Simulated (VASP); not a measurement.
A run of VASP 6.6.1 is set up as follows.

INCAR

```
ALGO = Normal
EDIFF = 1E-6
ENCUT = 400
GGA = PE
GGA_COMPAT = F
ISIF = 2
ISMEAR = 0
LASPH = T
LCHARG = F
LREAL = F
LWAVE = F
NBANDS = 114
NELECT = 194.0
NELM = 120
PREC = Accurate
SIGMA = 0.02
```

The input KPOINTS:

```
Automatic mesh
0
Gamma
  2 2 2
  0.5 0.5 0.5
```

The input POSCAR:

```
Zr8HS16
1.0
    5.5278124674     -3.1914840161      6.7579086874
    5.5278124674     -3.1914840161     -6.7579086874
   -1.8426041558      9.5744520483      0.0000000000
Zr S H
8 16 1
Direct
    0.0005828727      0.0014414223      0.0000135261
    0.5134374718      0.5057796293     -0.0000135687
    0.3803869426      0.3749072888      0.2649884771
    0.2506193959      0.2499882835      0.5032645610
    0.1153919915      0.1098525559      0.7349731700
    0.8731219143      0.8776517181      0.2477109971
    0.7473181057      0.7467565415      0.4967086713
    0.6254224622      0.6299287379      0.7522874681
    0.5997785589      0.8155032849      0.2486538520
    0.1016991090      0.3169173173      0.2519320815
    0.9735550113      0.1928574251      0.4996125755
    0.8497421215      0.0649422307      0.7480084974
    0.7251148950      0.9456914178     -0.0000586309
    0.4738596859      0.6932056506      0.5002964497
    0.3510803631      0.5667676515      0.7512404085
    0.2278378760      0.4395335449     -0.0000998258
    0.1489315747      0.9323468656      0.2494433987
    0.6450325147      0.4334655838      0.2479953349
    0.5280800927      0.3065581590      0.5041178978
    0.3970600183      0.1854723710      0.7520594153
    0.2724885005      0.0617321754      0.0000272543
    0.0239196844      0.8023945415      0.4958515245
    0.8995106927      0.6829555323      0.7505798376
    0.7813914296      0.5578648816      0.0000150516
    0.1290150707      0.5421100279     -0.0001201087
```

Potentials or basis: VASP PAW PBE potentials, release 64 (Zr_sv, S, H).

Run with:

```console
$ cat potpaw_PBE.64/Zr_sv/POTCAR potpaw_PBE.64/S/POTCAR potpaw_PBE.64/H/POTCAR > POTCAR
$ mpirun -np 1 vasp_std > vasp.out
```

Problem. Estimate the largest force.

Solution. 0.059 eV/Å.

Forces on the atoms (eV/Å):
```
Zr  -0.010  0.005  0.004
Zr   0.015 -0.009  0.002
Zr  -0.002  0.006  0.003
Zr  -0.002 -0.007 -0.001
Zr  -0.006 -0.002  0.002
Zr   0.005  0.003  0.003
Zr   0.003  0.006 -0.001
Zr  -0.001 -0.007  0.003
S   -0.007 -0.002 -0.009
S   -0.002  0.004 -0.007
S   -0.005  0.002 -0.009
S   -0.002  0.001 -0.008
S    0.006 -0.001 -0.012
S   -0.002  0.005 -0.008
S    0.000  0.009 -0.009
S   -0.015  0.011 -0.056
S    0.004 -0.001  0.007
S   -0.003 -0.004  0.008
S    0.003 -0.002  0.006
S    0.001  0.002  0.008
S    0.010 -0.008  0.009
S    0.003 -0.003  0.006
S    0.000 -0.004  0.007
S    0.002 -0.003 -0.001
H    0.004 -0.002  0.052
```

Caveat: the cell carries a net charge on a neutralising background, which shifts energy and pressure.
